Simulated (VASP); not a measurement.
# Mo in VASP: a series of runs, part 2 of 2

VASP 6.6.1.

## (5) Electric field gradients, PBE

File INCAR:

```
SYSTEM = Mo
ALGO     = Normal         ! electronic algorithm
EDIFF    = 1E-8           ! SCF threshold, eV
ENCUT    = 520            ! plane-wave cutoff, eV
GGA      = PE             ! functional
ISIF     = 2              ! what is computed and relaxed
ISMEAR   = -1             ! smearing method
LASPH    = .True.         ! aspherical terms in the spheres
LCHARG   = .False.        ! write CHGCAR
LEFG     = .True.       
LREAL    = .False.        ! projectors in reciprocal space
LWAVE    = .False.        ! write WAVECAR
NBANDS   = 13             ! bands
NELM     = 100            ! most SCF steps
PREC     = Accurate       ! precision mode
SIGMA    = 0.08           ! smearing width, eV
```

File KPOINTS:

```
k-points
0
Gamma
  24 24 24
  0 0 0
```

File POSCAR:

```
Mo
1.0
    0.0000000000      2.0150000000      2.0150000000
    2.0150000000      0.0000000000      2.0150000000
    2.0150000000      2.0150000000      0.0000000000
Mo
1
Direct
    0.0000000000      0.0000000000      0.0000000000
```

Potentials or basis: VASP PAW PBE potentials, release 64 (Mo_sv).

Launch:

```
$ cat potpaw_PBE.64/Mo_sv/POTCAR > POTCAR
$ mpirun -np 1 vasp_std > vasp.out
```

OUTCAR:

```text
SYSTEM = Mo
   EDIFF = 1E-8
   ENCUT = 520
   GGA = PE
   ISIF = 2
   ISMEAR = -1
   LASPH = .True.
   LREAL = .False.
   NELM = 100
   PREC = Accurate

 ion  position               nearest neighbor table
   1  0.000  0.000  0.000-

  LATTYP: Found a face centered cubic cell.
 ALAT       =     4.0300000000

  Lattice vectors:

 A1 = (   0.0000000000,   2.0150000000,   2.0150000000)
 A2 = (   2.0150000000,   0.0000000000,   2.0150000000)
 A3 = (   2.0150000000,   2.0150000000,   0.0000000000)

[... 588 lines left out ...]
    total drift:                               -0.000000      0.000000     -0.000000

  FREE ENERGIE OF THE ION-ELECTRON SYSTEM (eV)
  ---------------------------------------------------
  free  energy   TOTEN  =       -10.5224251625 eV

  energy  without entropy=      -10.4944896100  energy(sigma->0) =      -10.50845739

 Electric field gradients (V/A^2)
---------------------------------------------------------------------
 ion       V_xx      V_yy      V_zz      V_xy      V_xz      V_yz
---------------------------------------------------------------------
   1      -0.000    -0.000     0.000     0.000     0.000     0.000
---------------------------------------------------------------------

 Electric field gradients after diagonalization (V/A^2)
 (convention: |V_zz| > |V_xx| > |V_yy|)
----------------------------------------------------------------------
 ion       V_xx      V_yy      V_zz     asymmetry (V_yy - V_xx)/ V_zz
----------------------------------------------------------------------
   1      -0.000    -0.000     0.000       0.000
----------------------------------------------------------------------

           NMR quadrupolar parameters

 Cq : quadrupolar parameter    Cq=e*Q*V_zz/h
 eta: asymmetry parameters     (V_yy - V_xx)/ V_zz
 Q  : nuclear electric quadrupole moment in mb (millibarn)
----------------------------------------------------------------------
 ion       Cq(MHz)       eta       Q (mb)
----------------------------------------------------------------------
   1       0.000       0.000       1.000
----------------------------------------------------------------------
```

Run time: 26 s. Hardware: 1 thread of Intel Xeon 6975P-C (Granite Rapids), shared host; peak memory 0.2 GiB.

What came out:

- Free energy: -10.5224 eV
- Pressure: -4.2 GPa
- Band gap on the k mesh: zero (band 7 reaches 15.33 eV, above the bottom of band 8 at 10.78 eV)

Levels at points of the mesh, in eV from the Fermi level:
| k point | band 3 | band 4 | band 5 | band 6 | band 7 | band 8 | band 9 | band 10 | band 11 | band 12 |
| --- | --- | --- | --- | --- | --- | --- | --- | --- | --- | --- |
| (0.00, 0.00, 0.00) | -34.11 | -34.11 | -6.67 | -0.68 | -0.68 | -0.68 | 1.91 | 1.91 | 13.09 | 18.24 |
| (0.50, 0.00, 0.00) | -34.27 | -34.27 | -4.50 | -0.86 | -0.86 | 1.48 | 3.91 | 3.91 | 10.79 | 12.76 |
| (0.50, 0.50, 0.00) | -34.54 | -34.54 | -4.81 | -4.15 | 3.87 | 3.90 | 4.47 | 4.47 | 12.31 | 12.31 |

Caveat: without QUAD_EFG the Cq values of the log hold for a quadrupole moment of 1 mb, not for the nuclei.

## (6) Electric field gradients, PBE (equal xy, yz and zx shear strains of -1 %)

File INCAR:

```
PREC = Accurate
ENCUT = 520
EDIFF = 1E-8
ISMEAR = -1
SIGMA = 0.08
LREAL = F
LASPH = T
NELM = 80
ALGO = Normal
ISIF = 2
LWAVE = F
LCHARG = F
GGA = PE
LEFG = T
NBANDS = 13
```

File KPOINTS:

```
Automatic mesh
0
Gamma
  17 17 17
```

File POSCAR:

```
Mo
1.0
   -0.0201500000      2.0049250000      2.0049250000
    2.0049250000     -0.0201500000      2.0049250000
    2.0049250000      2.0049250000     -0.0201500000
Mo
1
Direct
    0.0000000000      0.0000000000      0.0000000000
```

Potentials or basis: VASP PAW PBE potentials, release 64 (Mo_sv).

Launch:

```
$ cat potpaw_PBE.64/Mo_sv/POTCAR > POTCAR
$ mpirun -np 1 vasp_std > vasp.out
```

OUTCAR:

```text
PREC = Accurate
   ENCUT = 520
   EDIFF = 1E-8
   ISMEAR = -1
   LREAL = F
   LASPH = T
   NELM = 80
   ISIF = 2
   GGA = PE

 ion  position               nearest neighbor table
   1  0.000  0.000  0.000-

  LATTYP: Found a trigonal (rhomboedric) cell.
 ALAT       =     2.8354637246
 COS(alpha) =     0.4899250057

  Lattice vectors:

 A1 = (  -0.0201500000,   2.0049250000,   2.0049250000)
 A2 = (   2.0049250000,  -0.0201500000,   2.0049250000)
 A3 = (   2.0049250000,   2.0049250000,  -0.0201500000)

Analysis of symmetry for initial positions (statically):
=====================================================================
 Subroutine PRICEL returns:
 Original cell was already a primitive cell.

 Routine SETGRP: Setting up the symmetry group for a
 trigonal (rhombohedral) supercell.

 Subroutine GETGRP returns: Found 12 space group operations
 (whereof 12 operations were pure point group operations)
 out of a pool of 12 trial point group operations.

The static configuration has the point symmetry D_3d.

Analysis of symmetry for dynamics (positions and initial velocities):
=====================================================================
 Subroutine PRICEL returns:
 Original cell was already a primitive cell.

 Routine SETGRP: Setting up the symmetry group for a
 trigonal (rhombohedral) supercell.

 Subroutine GETGRP returns: Found 12 space group operations
 (whereof 12 operations were pure point group operations)
 out of a pool of 12 trial point group operations.

The dynamic configuration has the point symmetry D_3d.

 Subroutine INISYM returns: Found 12 space group operations
 (whereof 12 operations are pure point group operations),
 and found     1 'primitive' translations

----------------------------------------------------------------------------------------

                                     Primitive cell

  volume of cell :      16.3615

  direct lattice vectors                    reciprocal lattice vectors
    -0.020150000  2.004925000  2.004925000    -0.245657444  0.248151428  0.248151428
     2.004925000 -0.020150000  2.004925000     0.248151428 -0.245657444  0.248151428
     2.004925000  2.004925000 -0.020150000     0.248151428  0.248151428 -0.245657444

  length of vectors
     2.835463725  2.835463725  2.835463725     0.428375818  0.428375818  0.428375818

  position of ions in fractional coordinates (direct lattice)
     0.000000000  0.000000000  0.000000000

  ion indices of the primitive-cell ions
   primitive index   ion index
                 1           1

----------------------------------------------------------------------------------------

 KPOINTS: Automatic mesh

Automatic generation of k-mesh.
 Grid dimensions read from file:
 generate k-points for:   17   17   17

 Generating k-lattice:
[... 66 lines left out ...]
   IBRION =     -1    ionic relax: 0-MD 1-quasi-New 2-CG
   NFREE  =      0    steps in history (QN), initial steepest desc. (CG)
   ISIF   =      2    stress and relaxation
   ISYM   =      2    0-nonsym 1-usesym 2-fastsym
   POTIM  = 0.5000    time-step for ionic-motion
   TEBEG  =    0.0;   TEEND  =   0.0 temperature during run
   PSTRESS=    0.0 pullay stress
   NELECT =      14.0000    total number of electrons
   NUPDOWN=      -1.0000    fix difference up-down
   EMIN   =  10.00;   EMAX   =-10.00  energy-range for DOS
   EFERMI =   0.00;   METHOD = LEGACY
   ISMEAR =    -1;   SIGMA  =   0.08  broadening in eV -4-tet -1-fermi 0-gaus
   EFERMI_NEDOS =   21; number of points for ismear=-14 and -15
   IALGO  =     38    algorithm
   IMIX   =      4    mixing-type and parameters
     AMIX     =   0.40;   BMIX     =  1.00
     AMIX_MAG =   1.60;   BMIX_MAG =  1.00
  volume/ion in A,a.u.               =      16.36       110.41
  Fermi-wavevector in a.u.,A,eV,Ry     =   1.554211  2.937033 32.865857  2.415572
  Thomas-Fermi vector in A             =   2.658330
   LORBIT       =      0    0 simple, 1 ext, 2 COOP (PROOUT), +10 PAW based schemes
   GGA     = PE    functional components
   LHFCALC =     F    Hartree Fock is set to
   AEXX    =    0.0000 exact exchange contribution
   IVDW    =     0    specifies the selected vdW correction
   LEPSILON=     F    determine dielectric tensor
   LRPA    =     F    only Hartree local field effects (RPA)
 non-spin polarized calculation
  energy-cutoff  :      520.00
  volume of cell :       16.36
 maximum number of plane-waves:       451
 NGX is ok and might be reduce to    24
   NGX = 11   NGY = 11   NGZ = 11

 number of electron      14.0000001 magnetization

 Free energy of the ion-electron system (eV)
  ---------------------------------------------------
  ext. energy  EPLUGINS =         0.00000000
  ---------------------------------------------------
  free energy    TOTEN  =       -10.52278296 eV

  energy without entropy =      -10.49400775  energy(sigma->0) =      -10.50839535

 E-fermi :  11.4750     XC(G=0): -13.1166

 val. band max:       11.4700092338   @ k =  -0.1176   0.1176   0.0000
 cond. band min:      11.4790567116   @ k =  -0.4706  -0.4706   0.3529
 fundamental gap:      0.0090474778
 Fermi energy:        11.4750312787

 k-point     1 :       0.0000    0.0000    0.0000
  band No.  band energies     occupation
      1     -49.2568      2.00000
      2     -22.6547      2.00000
      3     -22.6547      2.00000
      4     -22.6176      2.00000
      5       4.7978      2.00000
      6      10.7033      1.99987
      7      10.7033      1.99987
      8      10.9417      1.99746
      9      13.3833      0.00000
     10      13.3833      0.00000
     11      24.5516      0.00000
     12      29.5813      0.00000
     13      29.5813      0.00000
[... 354 lines left out ...]
  band No.  band energies     occupation
      1     -49.2168      2.00000
      2     -22.8884      2.00000
      3     -22.7087      2.00000
      4     -22.6468      2.00000
      5       5.6141      2.00000
      6      10.2134      2.00000
      7      11.0301      1.99234
      8      11.2646      1.86565
      9      12.9375      0.00000
     10      13.4513      0.00000
     11      26.0069      0.00000
     12      27.4384      0.00000
     13      30.4440      0.00000

 [... further k-points ...]
[... 5 lines left out ...]
  --------------------------------------------------------------------------------------
  -------------------------------------------------------------------------------------
  Total       -0.4214813     -0.4214813     -0.4214813     -0.0483289     -0.0483289     -0.0483289
  in kB      -41.2730363    -41.2730363    -41.2730363     -4.7325450     -4.7325450     -4.7325450
  external PRESSURE =     -41.2730363 kB  Pullay stress =       0.0000000 kB

 VOLUME and BASIS-vectors are now :
 -----------------------------------------------------------------------------
  energy-cutoff  :      520.00
  volume of cell :       16.36
      direct lattice vectors                 reciprocal lattice vectors
    -0.020150000  2.004925000  2.004925000    -0.245657444  0.248151428  0.248151428
     2.004925000 -0.020150000  2.004925000     0.248151428 -0.245657444  0.248151428
     2.004925000  2.004925000 -0.020150000     0.248151428  0.248151428 -0.245657444

 POSITION                                       TOTAL-FORCE (eV/Angst)
 -----------------------------------------------------------------------------------
      0.00000      0.00000      0.00000         0.000000     -0.000000     -0.000000
 -----------------------------------------------------------------------------------
    total drift:                               -0.000000     -0.000000     -0.000000

  FREE ENERGIE OF THE ION-ELECTRON SYSTEM (eV)
  ---------------------------------------------------
  free  energy   TOTEN  =       -10.5227829614 eV

  energy  without entropy=      -10.4940077481  energy(sigma->0) =      -10.50839535

 Electric field gradients (V/A^2)
---------------------------------------------------------------------
 ion       V_xx      V_yy      V_zz      V_xy      V_xz      V_yz
---------------------------------------------------------------------
   1      -0.000     0.000    -0.000     0.427     0.427     0.427
---------------------------------------------------------------------

 Electric field gradients after diagonalization (V/A^2)
 (convention: |V_zz| > |V_xx| > |V_yy|)
----------------------------------------------------------------------
 ion       V_xx      V_yy      V_zz     asymmetry (V_yy - V_xx)/ V_zz
----------------------------------------------------------------------
   1      -0.427    -0.427     0.854       0.000
----------------------------------------------------------------------

           NMR quadrupolar parameters

 Cq : quadrupolar parameter    Cq=e*Q*V_zz/h
 eta: asymmetry parameters     (V_yy - V_xx)/ V_zz
 Q  : nuclear electric quadrupole moment in mb (millibarn)
----------------------------------------------------------------------
 ion       Cq(MHz)       eta       Q (mb)
----------------------------------------------------------------------
   1       0.002       0.000       1.000
----------------------------------------------------------------------
```

OSZICAR:

```text
N       E                     dE             d eps       ncg     rms          rms(c)
DAV:   1     0.922175209142E+02    0.92218E+02   -0.79967E+03 12828   0.110E+03
DAV:   2    -0.997323526546E+01   -0.10219E+03   -0.98646E+02 14619   0.309E+02
DAV:   3    -0.111474152955E+02   -0.11742E+01   -0.11693E+01 14154   0.329E+01
DAV:   4    -0.111501826636E+02   -0.27674E-02   -0.27673E-02 14449   0.194E+00
DAV:   5    -0.111502010139E+02   -0.18350E-04   -0.18350E-04 14319   0.141E-01    0.127E+01
DAV:   6    -0.105966754365E+02    0.55353E+00   -0.73070E-01 12934   0.102E+01    0.333E+00
DAV:   7    -0.105264235480E+02    0.70252E-01   -0.13118E-01 14359   0.408E+00    0.839E-01
DAV:   8    -0.105227450555E+02    0.36785E-02   -0.38794E-03 13094   0.787E-01    0.151E-01
DAV:   9    -0.105227713120E+02   -0.26256E-04   -0.11702E-04 14861   0.132E-01    0.647E-02
DAV:  10    -0.105227829381E+02   -0.11626E-04   -0.12315E-05 13259   0.402E-02    0.427E-03
DAV:  11    -0.105227831600E+02   -0.22188E-06   -0.14394E-07 14749   0.392E-03    0.104E-03
DAV:  12    -0.105227829877E+02    0.17230E-06   -0.94720E-09  8942   0.112E-03    0.408E-04
DAV:  13    -0.105227829715E+02    0.16164E-07   -0.14470E-09  7182   0.501E-04    0.518E-05
DAV:  14    -0.105227829614E+02    0.10118E-07   -0.13341E-10  6812   0.148E-04    0.102E-05
DAV:  15    -0.105227829614E+02    0.25238E-10   -0.19867E-11  6657   0.618E-05
   1 F= -.10522783E+02 E0= -.10508395E+02  d E =-.287752E-01
```

stdout:

```text
POSCAR found type information on POSCAR Mo
 POSCAR found :  1 types and       1 ions
 scaLAPACK will be used
 LDA part: xc-table for (Slater+PW92), standard interpolation
 POSCAR, INCAR and KPOINTS ok, starting setup
 FFT: planning ... GRIDC
 FFT: planning ... GRID_SOFT
 FFT: planning ... GRID
 WAVECAR not read
 entering main loop
ion   1
```

Run time: 38 s. Hardware: 1 thread of Intel Xeon 6975P-C (Granite Rapids), shared host; peak memory 0.21 GiB.

Results:

* Free energy: -10.5228 eV
* Pressure: -4.1 GPa
* Band gap on the k mesh: zero (band 7 reaches 15.23 eV, above the bottom of band 8 at 10.84 eV)

Stress tensor (GPa, compression positive):
```
-4.13 -0.47 -0.47
-0.47 -4.13 -0.47
-0.47 -0.47 -4.13
```

Electric field gradients, principal values (V/Å²):
| atom | least | middle | greatest (by size) |
| --- | --- | --- | --- |
| 1 Mo | -0.427 | -0.427 | 0.854 |

Caveat: the cell differs from its parent crystal (equal xy, yz and zx shear strains of -1 %); without QUAD_EFG the Cq values of the log hold for a quadrupole moment of 1 mb, not for the nuclei.

## (7) Overview

| cell | k mesh | gap on the mesh (eV) | pressure (GPa) |
| --- | --- | --- | --- |
| a = 2.850 Å, angles 60.0°, 1 atom | 5 × 5 × 5 | none | -4.7 |
| a = 2.850 Å, angles 60.0°, 1 atom | 8 × 8 × 8 | none | -4.1 |
| a = 2.850 Å, angles 60.0°, 1 atom | 13 × 13 × 13 | none | -4.4 |
| a = 2.850 Å, angles 60.0°, 1 atom | 24 × 24 × 24 | none | -4.2 |
| a = 2.835 Å, angles 60.7°, 1 atom | 17 × 17 × 17 | none | -4.1 |

Alike in all rows: task electric field gradients; level PBE; potentials or basis VASP PAW PBE potentials, release 64 (Mo_sv); no spin polarisation; cutoff (eV) 520; smearing fermi-dirac 0.08 eV.

Caveats: some runs use coarse meshes.

Absolute energies hang on the potentials; compare differences alone.
